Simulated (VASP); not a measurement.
# C (P2_1/m) in VASP: single point with PBE

Aim: the single point of C with PBE.

All numbers are computed with VASP 6.6.1; they aren't measurements. Logs are shortened: lines on timing, memory, paths and dates and some standing lists are left out, and cuts for length are marked.

## Step 1: The cell of the first run

It takes space group P2_1/m (No. 11, monoclinic). Conventional cell: a = 2.511 Å, b = 8.565 Å, c = 2.511 Å, α = 90.00°, β = 116.59°, γ = 90.00°. C (site symmetry m) has 3 C at 1.42 to 1.50 Å within 1.9 Å. Within 1.9 Å of C (site symmetry m) lie 3 C at 1.42 to 1.50 Å.

## Step 2: Single point, PBE (atoms displaced along a vibrational mode, the cell strained)

Contents of INCAR:

```
PREC     = Accurate       # precision mode
ENCUT    = 520            # plane-wave cutoff, eV
EDIFF    = 1E-7           # SCF threshold, eV
ISMEAR   = 0              # smearing method
SIGMA    = 0.15           # smearing width, eV
LREAL    = False          # projectors in reciprocal space
LASPH    = True           # aspherical terms in the spheres
NELM     = 100            # most SCF steps
ALGO     = Normal         # electronic algorithm
ISIF     = 2              # what is computed and relaxed
LWAVE    = False          # write WAVECAR
LCHARG   = True           # write CHGCAR
GGA      = PE             # functional
LELF     = True           # ELF
LVHAR    = True         
NBANDS   = 16             # bands
```

Contents of KPOINTS:

```
regular mesh
0
Gamma
  18 18 6
```

Contents of POSCAR:

```
C
1.0
    2.6391797485      0.0000000000      0.0000000000
   -1.3195898742      2.1360716891      0.0000000000
    0.0000000000      0.0000000000      8.5653080463
C
4
Direct
   -0.1154234408      0.0000000000      0.0025000000
    0.1154234408      0.0000000000      0.5025000000
    0.2179076977      0.6666666667      0.0025000000
    0.7820923023      0.3333333333      0.5025000000
```

Potentials or basis: VASP PAW PBE potentials, release 64 (C).

Command:

```bash
> cat potpaw_PBE.64/C/POTCAR > POTCAR
> mpirun -np 1 vasp_std > vasp.out
```

OUTCAR:

```text
PREC = Accurate
   ENCUT = 520
   EDIFF = 1E-7
   ISMEAR = 0
   LREAL = False
   LASPH = True
   NELM = 100
   ISIF = 2
   GGA = PE

 ion  position               nearest neighbor table
   1  0.885  0.000  0.002-   3 1.42   3 1.50   3 1.50
   2  0.115  0.000  0.502-   4 1.42   4 1.50   4 1.50
   3  0.218  0.667  0.002-   1 1.42   1 1.50   1 1.50
   4  0.782  0.333  0.502-   2 1.42   2 1.50   2 1.50

  Warning from LATTYP: Monoclinic adjustment (A1->A3, A2->A1, A3->A2)!
  LATTYP: Found a base centered orthorhombic cell.
 ALAT       =     2.6391797485
 B/A-ratio  =     1.6187390725
 C/A-ratio  =     3.2454432295

  Lattice vectors:

 A1 = (   1.3195898742,  -2.1360716891,   0.0000000000)
 A2 = (   1.3195898743,   2.1360716891,   0.0000000000)
 A3 = (   0.0000000000,   0.0000000000,   8.5653080463)

Analysis of symmetry for initial positions (statically):
=====================================================================
 Subroutine PRICEL returns:
 Original cell was already a primitive cell.

 Routine SETGRP: Setting up the symmetry group for a
 base centered orthorhombic supercell.

 Subroutine GETGRP returns: Found  4 space group operations
 (whereof  1 operations were pure point group operations)
 out of a pool of  8 trial point group operations.

The static configuration has the point symmetry C_1 .
 The point group associated with its full space group is C_2h.

Analysis of symmetry for dynamics (positions and initial velocities):
=====================================================================
 Subroutine PRICEL returns:
 Original cell was already a primitive cell.

 Routine SETGRP: Setting up the symmetry group for a
 base centered orthorhombic supercell.

 Subroutine GETGRP returns: Found  4 space group operations
 (whereof  1 operations were pure point group operations)
 out of a pool of  8 trial point group operations.

The dynamic configuration has the point symmetry C_1 .
 The point group associated with its full space group is C_2h.

 Subroutine INISYM returns: Found  4 space group operations
 (whereof  1 operations are pure point group operations),
 and found     1 'primitive' translations

----------------------------------------------------------------------------------------

                                     Primitive cell

  volume of cell :      48.2867

  direct lattice vectors                    reciprocal lattice vectors
     2.639179749  0.000000000  0.000000000     0.378905605  0.234074541  0.000000000
    -1.319589874  2.136071689  0.000000000     0.000000000  0.468149082  0.000000000
     0.000000000  0.000000000  8.565308046     0.000000000  0.000000000  0.116750033

  length of vectors
     2.639179749  2.510800609  8.565308046     0.445376637  0.468149082  0.116750033

  position of ions in fractional coordinates (direct lattice)
     0.884576559  0.000000000  0.002500000
     0.115423441  0.000000000  0.502500000
     0.217907698  0.666666667  0.002500000
     0.782092302  0.333333333  0.502500000

  ion indices of the primitive-cell ions
   primitive index   ion index
                 1           1
                 2           2
                 3           3
                 4           4

----------------------------------------------------------------------------------------

 KPOINTS: regular mesh

Automatic generation of k-mesh.
 Grid dimensions read from file:
 generate k-points for:   18   18    6

 Generating k-lattice:

  Cartesian coordinates                     Fractional coordinates (reciprocal lattice)
     0.021050311  0.013004141  0.000000000     0.055555556  0.000000000  0.000000000
     0.000000000  0.026008282  0.000000000     0.000000000  0.055555556  0.000000000
     0.000000000  0.000000000  0.019458339     0.000000000  0.000000000  0.166666667

  Length of vectors
     0.024743146  0.026008282  0.019458339

  Shift w.r.t. Gamma in fractional coordinates (k-lattice)
     0.000000000  0.000000000  0.000000000

 Subroutine IBZKPT returns following result:
 ===========================================

 Found    656 irreducible k-points:

 Following reciprocal coordinates:
            Coordinates               Weight
  0.000000  0.000000  0.000000      1.000000
  0.055556  0.000000  0.000000      2.000000
  0.055556 -0.055556  0.000000      2.000000
  0.111111  0.000000  0.000000      2.000000
  0.111111 -0.111111  0.000000      2.000000
  0.166667 -0.000000  0.000000      2.000000
[... 16 lines left out ...]
  0.111111  0.055556  0.000000      2.000000
  0.111111 -0.166667  0.000000      2.000000
 [... further k-points ...]
   k-points           NKPTS =    656   k-points in BZ     NKDIM =    656   number of bands    NBANDS=     16
   number of dos      NEDOS =    301   number of ions     NIONS =      4
   total plane-waves  NPLWV =  25600
   dimension x,y,z NGX =    20 NGY =   20 NGZ =   64
   dimension x,y,z NGXF=    40 NGYF=   40 NGZF=  128
   ions per type =               4
   NGX,Y,Z   is equivalent  to a cutoff of  12.60, 13.24, 12.42 a.u.
   NGXF,Y,Z  is equivalent  to a cutoff of  25.20, 26.48, 24.84 a.u.
 SYSTEM =  unknown system
   PREC   = accura    normal or accurate (medium, high low for compatibility)
   ISTART =      0    job   : 0-new  1-cont  2-samecut
   ICHARG =      2    charge: 1-file 2-atom 10-const
   ISPIN  =      1    spin polarized calculation?
   LNONCOLLINEAR =      F non collinear calculations
   LSORBIT =      F    spin-orbit coupling
   LASPH  =      T    aspherical Exc in radial PAW
   ENCUT  =  520.0 eV  38.22 Ry    6.18 a.u.   4.91  4.67 15.93*2*pi/ulx,y,z
   NELM   =    100;   NELMIN=  2; NELMDL= -5     # of ELM steps
   EDIFF  = 0.1E-06   stopping-criterion for ELM
   LREAL  =      F    real-space projection
   EDIFFG = 0.1E-05   stopping-criterion for IOM
   NSW    =      0    number of steps for IOM
   IBRION =     -1    ionic relax: 0-MD 1-quasi-New 2-CG
   NFREE  =      0    steps in history (QN), initial steepest desc. (CG)
   ISIF   =      2    stress and relaxation
   ISYM   =      2    0-nonsym 1-usesym 2-fastsym
   POTIM  = 0.5000    time-step for ionic-motion
   TEBEG  =    0.0;   TEEND  =   0.0 temperature during run
   PSTRESS=    0.0 pullay stress
   NELECT =      16.0000    total number of electrons
   NUPDOWN=      -1.0000    fix difference up-down
   EMIN   =  10.00;   EMAX   =-10.00  energy-range for DOS
   EFERMI =   0.00;   METHOD = LEGACY
   ISMEAR =     0;   SIGMA  =   0.15  broadening in eV -4-tet -1-fermi 0-gaus
   EFERMI_NEDOS =   21; number of points for ismear=-14 and -15
   IALGO  =     38    algorithm
   IMIX   =      4    mixing-type and parameters
     AMIX     =   0.40;   BMIX     =  1.00
     AMIX_MAG =   1.60;   BMIX_MAG =  1.00
  volume/ion in A,a.u.               =      12.07        81.46
  Fermi-wavevector in a.u.,A,eV,Ry     =   1.132850  2.140775 17.461011  1.283348
  Thomas-Fermi vector in A             =   2.269551
   LORBIT       =      0    0 simple, 1 ext, 2 COOP (PROOUT), +10 PAW based schemes
   GGA     = PE    functional components
   LHFCALC =     F    Hartree Fock is set to
   AEXX    =    0.0000 exact exchange contribution
   IVDW    =     0    specifies the selected vdW correction
   LEPSILON=     F    determine dielectric tensor
   LRPA    =     F    only Hartree local field effects (RPA)
 non-spin polarized calculation
 Gauss-broadening in eV      SIGMA  =   0.15
  energy-cutoff  :      520.00
  volume of cell :       48.29
 maximum number of plane-waves:      1318
   NGX =  9   NGY =  9   NGZ = 31

 number of electron      16.0000000 magnetization

 Free energy of the ion-electron system (eV)
  ---------------------------------------------------
  ext. energy  EPLUGINS =         0.00000000
  ---------------------------------------------------
  free energy    TOTEN  =       -36.41978724 eV

  energy without entropy =      -36.41978370  energy(sigma->0) =      -36.41978547

 E-fermi :   2.2605     XC(G=0):  -8.5293

 val. band max:        1.9229063924   @ k =   0.3333   0.3333   0.0000
 cond. band min:       2.6036294172   @ k =   0.3333   0.3333   0.0000
 fundamental gap:      0.6807230249
 Fermi energy:         2.2604963835

 k-point     1 :       0.0000    0.0000    0.0000
  band No.  band energies     occupation
      1     -16.5061      2.00000
      2     -16.4694      2.00000
      3      -4.9623      2.00000
      4      -4.4644      2.00000
      5      -0.8740      2.00000
      6      -0.8738      2.00000
[... 8 lines left out ...]
     15      12.4401      0.00000
     16      12.4475      0.00000

 k-point     2 :       0.0556    0.0000    0.0000
  band No.  band energies     occupation
      1     -16.4398      2.00000
      2     -16.4032      2.00000
      3      -4.8841      2.00000
      4      -4.3883      2.00000
      5      -1.1616      2.00000
      6      -1.1594      2.00000
[... 8 lines left out ...]
     15      12.2170      0.00000
     16      12.2287      0.00000

 k-point     3 :       0.0556   -0.0556    0.0000
  band No.  band energies     occupation
      1     -16.4398      2.00000
      2     -16.4032      2.00000
      3      -4.8841      2.00000
      4      -4.3883      2.00000
      5      -1.1616      2.00000
      6      -1.1595      2.00000
[... 8 lines left out ...]
     15      12.2116      0.00000
     16      12.2339      0.00000

 k-point     4 :       0.1111    0.0000    0.0000
  band No.  band energies     occupation
      1     -16.2412      2.00000
      2     -16.2052      2.00000
      3      -4.6506      2.00000
      4      -4.1608      2.00000
      5      -1.9930      2.00000
      6      -1.9887      2.00000
[... 8 lines left out ...]
     15      11.5797      0.00000
     16      11.6069      0.00000
[... 324 lines left out ...]
 k-point    22 :       0.0556   -0.1111    0.0000
  band No.  band energies     occupation
      1     -16.2929      2.00000
      2     -16.2568      2.00000
      3      -4.7101      2.00000
      4      -4.2186      2.00000
      5      -1.6728      2.00000
      6      -1.6696      2.00000
[... 8 lines left out ...]
     15      11.7885      0.00000
     16      11.8326      0.00000

 k-point    23 :       0.1111    0.0556    0.0000
  band No.  band energies     occupation
      1     -16.0216      2.00000
      2     -15.9863      2.00000
      3      -4.3917      2.00000
      4      -3.9083      2.00000
      5      -2.6937      2.00000
      6      -2.6888      2.00000
[... 8 lines left out ...]
     15      11.0108      0.00000
     16      11.0329      0.00000

 k-point    24 :       0.1111   -0.1667    0.0000
  band No.  band energies     occupation
      1     -16.0216      2.00000
      2     -15.9863      2.00000
      3      -4.3914      2.00000
      4      -3.9086      2.00000
      5      -2.6941      2.00000
      6      -2.6885      2.00000
[... 8 lines left out ...]
     15      10.9718      0.00000
     16      11.0699      0.00000

 [... further k-points ...]

------------------------ aborting loop because EDIFF is reached ----------------------------------------

  FORCE on cell =-STRESS in cart. coord.  units (eV):
  Direction    XX          YY          ZZ          XY          YZ          ZX
  --------------------------------------------------------------------------------------
  -------------------------------------------------------------------------------------
  Total      -14.0044994     -2.0357226      0.0091532     -0.0032290      0.0000000      0.0000000
  in kB     -464.6761605    -67.5462750      0.3037082     -0.1071400      0.0000000      0.0000000
  external PRESSURE =    -177.3062424 kB  Pullay stress =       0.0000000 kB

 VOLUME and BASIS-vectors are now :
 -----------------------------------------------------------------------------
  energy-cutoff  :      520.00
  volume of cell :       48.29
      direct lattice vectors                 reciprocal lattice vectors
     2.639179749  0.000000000  0.000000000     0.378905605  0.234074541  0.000000000
    -1.319589874  2.136071689  0.000000000     0.000000000  0.468149082  0.000000000
     0.000000000  0.000000000  8.565308046     0.000000000  0.000000000  0.116750033

 POSITION                                       TOTAL-FORCE (eV/Angst)
 -----------------------------------------------------------------------------------
      2.33456      0.00000      0.02141         0.000335     -0.344827      0.000000
      0.30462      0.00000      4.30407        -0.000335      0.344827      0.000000
     -0.30463      1.42405      0.02141         0.001049      0.343850      0.000000
      1.62422      0.71202      4.30407        -0.001049     -0.343850      0.000000
 -----------------------------------------------------------------------------------
    total drift:                                0.000000      0.000000     -0.000013

  FREE ENERGIE OF THE ION-ELECTRON SYSTEM (eV)
  ---------------------------------------------------
  free  energy   TOTEN  =       -36.4197872419 eV

  energy  without entropy=      -36.4197837048  energy(sigma->0) =      -36.41978547
```

Run time: 5.3 min. Hardware: 1 thread of AMD EPYC 7R13 (Zen 3), shared host; peak memory 0.42 GiB.

Results:

```
Free energy   : -36.4198 eV
Pressure      : -17.7 GPa
Largest force : 0.345 eV/Å
```

Forces in eV/Å, atoms in the order of the input:
```
C    0.000 -0.345  0.000
C    0.000  0.345  0.000
C    0.001  0.344  0.000
C   -0.001 -0.344  0.000
```

Caveat: the cell differs from its parent crystal (atoms displaced along a vibrational mode, the cell strained); the cell stands under tension; this functional lacks dispersion, which binds the layers, so the pressure and a relaxed spacing across them are unreliable.
